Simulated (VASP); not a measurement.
# Mg2Be (P4_2/mnm) in VASP: a series of runs, part 3 of 3

VASP 6.6.1. The steps go on from the part before.

## (6) Relaxation of cell and atoms, PBE

This run uses another cell than the first one, of 20.63 Å³/atom.

The input, INCAR:

```
PREC = Accurate ; ENCUT = 600
EDIFF = 1E-6 ; ISMEAR = 0
SIGMA = 0.1 ; LREAL = False
LASPH = True ; NELM = 100
ALGO = Fast ; ISIF = 3
LWAVE = False ; LCHARG = False
GGA = PE ; IBRION = 2
NSW = 100 ; EDIFFG = -0.01
```

The input, KPOINTS:

```
regular mesh
0
Gamma
  6 6 14
```

The input, POSCAR:

```
Mg2Be
1.0
    6.5763999834      0.0000000000      0.0000000000
    0.0000000000      6.5763999834      0.0000000000
    0.0000000000      0.0000000000      2.8623465183
Mg Be
4 2
Direct
    0.2709381689      0.2709381689      0.0000000000
    0.2290618311      0.7709381689      0.5000000000
    0.7290618311      0.7290618311      0.0000000000
    0.7709381689      0.2290618311      0.5000000000
    0.0000000000      0.0000000000      0.0000000000
    0.5000000000      0.5000000000      0.5000000000
```

Potentials or basis: VASP PAW PBE potentials, release 64 (Mg, Be).

Started as:

```sh
cat potpaw_PBE.64/Mg/POTCAR potpaw_PBE.64/Be/POTCAR > POTCAR
mpirun -np 1 vasp_std > vasp.out
```

OUTCAR:

```text
PREC = Accurate
   ENCUT = 600
   EDIFF = 1E-6
   ISMEAR = 0
   LREAL = False
   LASPH = True
   NELM = 100
   ISIF = 3
   GGA = PE
   IBRION = 2
   NSW = 100
   EDIFFG = -0.01

 ion  position               nearest neighbor table
   1  0.271  0.271  0.000-   5 2.52   6 2.57   6 2.57   4 3.60   2 3.60   4 3.60   2 3.60   2 3.60
                             2 3.60   4 3.60   4 3.60
   2  0.229  0.771  0.500-   6 2.52   5 2.57   5 2.57   3 3.60   1 3.60   3 3.60   1 3.60   1 3.60
                             1 3.60   3 3.60   3 3.60
   3  0.729  0.729  0.000-   5 2.52   6 2.57   6 2.57   4 3.60   2 3.60   4 3.60   2 3.60   4 3.60
                             4 3.60   2 3.60   2 3.60
   4  0.771  0.229  0.500-   6 2.52   5 2.57   5 2.57   3 3.60   1 3.60   3 3.60   1 3.60   3 3.60
                             3 3.60   1 3.60   1 3.60
   5  0.000  0.000  0.000-   1 2.52   3 2.52   2 2.57   4 2.57   2 2.57   4 2.57
   6  0.500  0.500  0.500-   2 2.52   4 2.52   3 2.57   1 2.57   1 2.57   3 2.57

  LATTYP: Found a simple tetragonal cell.
 ALAT       =     6.5763999834
 C/A-ratio  =     0.4352451988

  Lattice vectors:

 A1 = (   6.5763999834,   0.0000000000,   0.0000000000)
 A2 = (   0.0000000000,   6.5763999834,   0.0000000000)
 A3 = (   0.0000000000,   0.0000000000,   2.8623465183)

Analysis of symmetry for initial positions (statically):
=====================================================================
 Subroutine PRICEL returns:
 Original cell was already a primitive cell.

 Routine SETGRP: Setting up the symmetry group for a
 simple tetragonal supercell.

 Subroutine GETGRP returns: Found 16 space group operations
 (whereof  8 operations were pure point group operations)
 out of a pool of 16 trial point group operations.

The static configuration has the point symmetry D_2h.
 The point group associated with its full space group is D_4h.

Analysis of symmetry for dynamics (positions and initial velocities):
=====================================================================
 Subroutine PRICEL returns:
 Original cell was already a primitive cell.

 Routine SETGRP: Setting up the symmetry group for a
 simple tetragonal supercell.

 Subroutine GETGRP returns: Found 16 space group operations
 (whereof  8 operations were pure point group operations)
 out of a pool of 16 trial point group operations.

The dynamic configuration has the point symmetry D_2h.
 The point group associated with its full space group is D_4h.

 Subroutine INISYM returns: Found 16 space group operations
 (whereof  8 operations are pure point group operations),
 and found     1 'primitive' translations

----------------------------------------------------------------------------------------

                                     Primitive cell

  volume of cell :     123.7937

  direct lattice vectors                    reciprocal lattice vectors
     6.576399983  0.000000000  0.000000000     0.152058878  0.000000000  0.000000000
     0.000000000  6.576399983  0.000000000     0.000000000  0.152058878  0.000000000
     0.000000000  0.000000000  2.862346518     0.000000000  0.000000000  0.349363710

  length of vectors
     6.576399983  6.576399983  2.862346518     0.152058878  0.152058878  0.349363710

  position of ions in fractional coordinates (direct lattice)
     0.270938169  0.270938169  0.000000000
[... 78 lines left out ...]
   ISTART =      0    job   : 0-new  1-cont  2-samecut
   ICHARG =      2    charge: 1-file 2-atom 10-const
   ISPIN  =      1    spin polarized calculation?
   LNONCOLLINEAR =      F non collinear calculations
   LSORBIT =      F    spin-orbit coupling
   LASPH  =      T    aspherical Exc in radial PAW
   ENCUT  =  600.0 eV  44.10 Ry    6.64 a.u.  13.13 13.13  5.72*2*pi/ulx,y,z
   NELM   =    100;   NELMIN=  2; NELMDL= -5     # of ELM steps
   EDIFF  = 0.1E-05   stopping-criterion for ELM
   LREAL  =      F    real-space projection
   EDIFFG = -.1E-01   stopping-criterion for IOM
   NSW    =    100    number of steps for IOM
   IBRION =      2    ionic relax: 0-MD 1-quasi-New 2-CG
   NFREE  =      1    steps in history (QN), initial steepest desc. (CG)
   ISIF   =      3    stress and relaxation
   ISYM   =      2    0-nonsym 1-usesym 2-fastsym
   POTIM  = 0.5000    time-step for ionic-motion
   TEBEG  =    0.0;   TEEND  =   0.0 temperature during run
   PSTRESS=    0.0 pullay stress
   NELECT =      12.0000    total number of electrons
   NUPDOWN=      -1.0000    fix difference up-down
   EMIN   =  10.00;   EMAX   =-10.00  energy-range for DOS
   EFERMI =   0.00;   METHOD = LEGACY
   ISMEAR =     0;   SIGMA  =   0.10  broadening in eV -4-tet -1-fermi 0-gaus
   EFERMI_NEDOS =   21; number of points for ismear=-14 and -15
   IALGO  =     68    algorithm
   IMIX   =      4    mixing-type and parameters
     AMIX     =   0.40;   BMIX     =  1.00
     AMIX_MAG =   1.60;   BMIX_MAG =  1.00
  volume/ion in A,a.u.               =      20.63       139.23
  Fermi-wavevector in a.u.,A,eV,Ry     =   0.752031  1.421132  7.694782  0.565551
  Thomas-Fermi vector in A             =   1.849148
   LORBIT       =      0    0 simple, 1 ext, 2 COOP (PROOUT), +10 PAW based schemes
   GGA     = PE    functional components
   LHFCALC =     F    Hartree Fock is set to
   AEXX    =    0.0000 exact exchange contribution
   IVDW    =     0    specifies the selected vdW correction
   LEPSILON=     F    determine dielectric tensor
   LRPA    =     F    only Hartree local field effects (RPA)
 conjugate gradient relaxation of ions
 non-spin polarized calculation
 RMM-DIIS sequential band-by-band and
 Gauss-broadening in eV      SIGMA  =   0.10
  energy-cutoff  :      600.00
  volume of cell :      123.79
 maximum number of plane-waves:      4157
 NGX is ok and might be reduce to    54
   NGX = 27   NGY = 27   NGZ = 11

--------------------------------------- Ionic step        1  -------------------------------------------

 number of electron      12.0000000 magnetization

 Free energy of the ion-electron system (eV)
  ---------------------------------------------------
  ext. energy  EPLUGINS =         0.00000000
  ---------------------------------------------------
  free energy    TOTEN  =       -10.89483716 eV

  energy without entropy =      -10.88475719  energy(sigma->0) =      -10.88979717

------------------------ aborting loop because EDIFF is reached ----------------------------------------

  FORCE on cell =-STRESS in cart. coord.  units (eV):
  Direction    XX          YY          ZZ          XY          YZ          ZX
  --------------------------------------------------------------------------------------
  -------------------------------------------------------------------------------------
  Total       -0.7614504     -0.7614504      1.6748253     -0.0000000      0.0000000      0.0000000
  in kB       -9.8549297     -9.8549297     21.6761145     -0.0000000      0.0000000      0.0000000
  external PRESSURE =       0.6554183 kB  Pullay stress =       0.0000000 kB
[... 187 lines left out ...]
--------------------------------------- Ionic step        6  -------------------------------------------

 number of electron      12.0000000 magnetization

 Free energy of the ion-electron system (eV)
  ---------------------------------------------------
  ext. energy  EPLUGINS =         0.00000000
  ---------------------------------------------------
  free energy    TOTEN  =       -10.93090695 eV

  energy without entropy =      -10.92070578  energy(sigma->0) =      -10.92580636

 E-fermi :   2.1629     XC(G=0):  -8.3083

 val. band max:        2.1323902233   @ k =   0.3333   0.1667   0.0000
 cond. band min:       2.1754401392   @ k =   0.3333   0.0000   0.5000
 fundamental gap:      0.0430499159
 Fermi energy:         2.1629109007

 k-point     1 :       0.0000    0.0000    0.0000
  band No.  band energies     occupation
      1      -4.7735      2.00000
      2      -2.4781      2.00000
      3      -1.5202      2.00000
      4      -1.5202      2.00000
      5       0.5498      2.00000
      6       1.0728      2.00000
      7       1.0728      2.00000
      8       2.8718      0.00000
      9       2.8949      0.00000
     10       8.1846      0.00000
[... 287 lines left out ...]
 k-point    24 :       0.5000    0.0000    0.1429
  band No.  band energies     occupation
      1      -3.6881      2.00000
      2      -3.6881      2.00000
      3      -0.3747      2.00000
      4      -0.3747      2.00000
      5      -0.1571      2.00000
      6      -0.1571      2.00000
      7       3.5484      0.00000
      8       3.5484      0.00000
      9       5.9378      0.00000
     10       5.9379      0.00000

 [... further k-points ...]

------------------------ aborting loop because EDIFF is reached ----------------------------------------

  FORCE on cell =-STRESS in cart. coord.  units (eV):
  Direction    XX          YY          ZZ          XY          YZ          ZX
  --------------------------------------------------------------------------------------
  -------------------------------------------------------------------------------------
  Total       -0.0090984     -0.0090984      0.0334960     -0.0000000      0.0000000      0.0000000
  in kB       -0.1172666     -0.1172666      0.4317210     -0.0000000      0.0000000      0.0000000
  external PRESSURE =       0.0657293 kB  Pullay stress =       0.0000000 kB
[... 21 lines left out ...]
  FREE ENERGIE OF THE ION-ELECTRON SYSTEM (eV)
  ---------------------------------------------------
  free  energy   TOTEN  =       -10.9309069456 eV

  energy  without entropy=      -10.9207057796  energy(sigma->0) =      -10.92580636

 reached required accuracy - stopping structural energy minimisation
```

OSZICAR:

```text
N       E                     dE             d eps       ncg     rms          rms(c)
DAV:   1     0.138497753022E+02    0.13850E+02   -0.43037E+03  1600   0.100E+03
DAV:   2    -0.109056010717E+02   -0.24755E+02   -0.23586E+02  2146   0.956E+01
DAV:   3    -0.121697921245E+02   -0.12642E+01   -0.12210E+01  2196   0.231E+01
[... 41 lines left out ...]
       N       E                     dE             d eps       ncg     rms          rms(c)
DAV:   1    -0.109309061431E+02   -0.12690E-02   -0.13801E-02  1686   0.950E-01    0.254E-02
RMM:   2    -0.109309026420E+02    0.35011E-05   -0.14148E-04  1600   0.106E-01    0.145E-02
RMM:   3    -0.109309060052E+02   -0.33632E-05   -0.48156E-05  1604   0.530E-02    0.468E-03
RMM:   4    -0.109309069456E+02   -0.94049E-06   -0.65977E-06  1558   0.259E-02
   6 F= -.10930907E+02 E0= -.10925806E+02  d E =-.270107E-02
```

CONTCAR:

```text
Mg2Be
   1.00000000000000
     6.4871104418288201    0.0000000000000000    0.0000000000000000
    -0.0000000000000000    6.4871104418288201    0.0000000000000000
     0.0000000000000000    0.0000000000000000    2.9539137035113519
  Mg              Be
     4     2
Direct
     0.2724163061410848    0.2724163061410848    0.0000000000000000
     0.2275836938589152    0.7724163061410848    0.5000000000000000
     0.7275836938589152    0.7275836938589152    0.0000000000000000
     0.7724163061410848    0.2275836938589152    0.5000000000000000
     0.0000000000000000    0.0000000000000000    0.0000000000000000
     0.5000000000000000    0.5000000000000000    0.5000000000000000

  0.00000000E+00  0.00000000E+00  0.00000000E+00
  0.00000000E+00  0.00000000E+00  0.00000000E+00
  0.00000000E+00  0.00000000E+00  0.00000000E+00
  0.00000000E+00  0.00000000E+00  0.00000000E+00
  0.00000000E+00  0.00000000E+00  0.00000000E+00
  0.00000000E+00  0.00000000E+00  0.00000000E+00
```

Wall time 6.3 min (1 thread of Intel Xeon 8259CL, shared host); peak memory 0.36 GiB.

Results:

```
Free energy                           : -10.9309 eV
Relaxed volume                        : 20.72 Å³/atom
Relaxed cell                          : a = 6.487 Å, b = 6.487 Å, c = 2.954 Å, α = 90.00°, β = 90.00°, γ = 90.00°
Space group after relaxing (to 0.1 Å) : P4_2/mnm (No. 136)
Energy gained by relaxing             : 6.0 meV/atom
Ionic steps                           : 6
Pressure after relaxing               : 0.0 GPa
Largest force after relaxing          : 0.010 eV/Å
Band gap on the k mesh                : zero (bands 6 and 7 overlap by 1.78 eV)
```

Forces in eV/Å, atoms in the order of the input:
```
Mg   0.007  0.007  0.000
Mg  -0.007  0.007  0.000
Mg  -0.007 -0.007  0.000
Mg   0.007 -0.007  0.000
Be   0.000  0.000  0.000
Be   0.000  0.000  0.000
```

Step by step:
```csv
step,energy change (eV),largest force (eV/Å),pressure (GPa),volume (Å³)
1,0.0000,0.0035,0.07,123.79
2,-0.0238,0.0342,0.02,123.93
3,-0.0318,0.1063,0.04,124.09
4,-0.0334,0.0835,0.03,124.05
5,-0.0348,0.0571,0.02,124.14
6,-0.0361,0.0099,0.01,124.31
```

Final structure:
```
Mg Be
1.0
     6.48711    0.00000    0.00000
     0.00000    6.48711    0.00000
     0.00000    0.00000    2.95391
Mg Be
4 2
Direct
  0.27242 0.27242 0.00000
  0.22758 0.77242 0.50000
  0.72758 0.72758 0.00000
  0.77242 0.22758 0.50000
  0.00000 0.00000 0.00000
  0.50000 0.50000 0.50000
```

Levels at points of the mesh, in eV from the Fermi level:
```tsv
k point	band 3	band 4	band 5	band 6	band 7	band 8	band 9	band 10
(0.00, 0.00, 0.00)	-3.68	-3.68	-1.61	-1.09	-1.09	0.71	0.73	6.02
(0.50, 0.00, 0.00)	-2.86	-2.86	-2.63	-2.63	1.07	1.07	3.74	3.74
(0.50, 0.50, 0.00)	-4.60	-4.60	-0.46	-0.46	1.89	1.89	2.47	2.47
(0.00, 0.00, 0.50)	-1.21	-1.21	-0.30	-0.30	0.56	0.56	2.47	2.47
(0.50, 0.00, 0.50)	-2.30	-2.30	0.12	0.12	0.61	0.61	1.89	1.89
(0.50, 0.50, 0.50)	-1.95	-1.95	-0.93	-0.93	-0.28	-0.28	3.51	3.51
```

## (7) Summary

| task | cell | k mesh | cutoff (eV) | gap on the mesh (eV) | pressure (GPa) | relaxed volume (Å³/atom) | largest force (eV/Å) |
| --- | --- | --- | --- | --- | --- | --- | --- |
| single point | a = 5.292, b = 5.292, c = 3.408 Å, 6 atoms, atomic positions A | 4 × 4 × 6 | 520 | none | 20.5 | - | 0.95 |
| single point | a = 6.576, b = 6.576, c = 2.862 Å, 6 atoms, atomic positions B | 4 × 4 × 6 | 520 | none | -0.1 | - | 0.02 |
| single point | a = 6.489, b = 6.489, c = 2.959 Å, 6 atoms, atomic positions C | 6 × 6 × 14 | 520 | none | -0.1 | - | - |
| relaxation of cell and atoms | relaxed from a = 5.292, b = 5.292, c = 3.408 Å, 6 atoms, atomic positions A | 4 × 4 × 6 | 600 | none | 0.0 | 20.58 | 0.02 |
| relaxation of cell and atoms | relaxed from a = 6.576, b = 6.576, c = 2.862 Å, 6 atoms, atomic positions B | 6 × 6 × 14 | 600 | none | 0.0 | 20.72 | 0.01 |

Alike in all rows: level PBE; potentials or basis VASP PAW PBE potentials, release 64 (Mg, Be); no spin polarisation; smearing gaussian 0.1 eV.

Caveats: some runs use coarse meshes; the cell stands under pressure (at least some runs); the volume moved by over 15 % at a fixed basis, so the end points are rough (at least some runs).

Absolute energies hang on the potentials; compare differences alone.

The gap in the log of VASP goes by the Fermi energy; the results here count the filled bands.